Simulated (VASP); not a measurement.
A run of VASP 6.6.1 is set up as follows.

The input INCAR:

```
PREC = Accurate
ENCUT = 520
EDIFF = 1E-8
ISMEAR = -1
SIGMA = 0.05
LREAL = False
LASPH = True
NELM = 60
ALGO = Normal
ISIF = 2
LWAVE = False
LCHARG = False
GGA = PS
LEFG = True
NBANDS = 29
```

The input KPOINTS:

```
Automatic mesh
0
Gamma
  7 7 7
```

Contents of POSCAR:

```
RbZn
1.0
    0.0000000000      4.0757605480      4.0757605480
    4.0757605480      0.0000000000      4.0757605480
    4.0757605480      4.0757605480      0.0000000000
Rb Zn
2 2
Direct
    0.1250000000      0.1250000000      0.1250000000
   -0.1250000000     -0.1250000000     -0.1250000000
    0.3750000000      0.3750000000      0.3750000000
   -0.3750000000     -0.3750000000     -0.3750000000
```

Potentials or basis: VASP PAW PBE potentials, release 64 (Rb_sv, Zn).

The run is started by

```bash
$ cat potpaw_PBE.64/Rb_sv/POTCAR potpaw_PBE.64/Zn/POTCAR > POTCAR
$ mpirun -np 1 vasp_std > vasp.out
```

(1) What does it give for the pressure?

(2) Estimate the band gap on the k mesh.

Results:

(1) 0.0 GPa.

(2) zero (band 21 reaches 2.19 eV, above the bottom of band 22 at 1.24 eV).

Caveat: without QUAD_EFG the Cq values of the log hold for a quadrupole moment of 1 mb, not for the nuclei; the PAW data sets were made with another functional, which shifts forces and pressure a little.
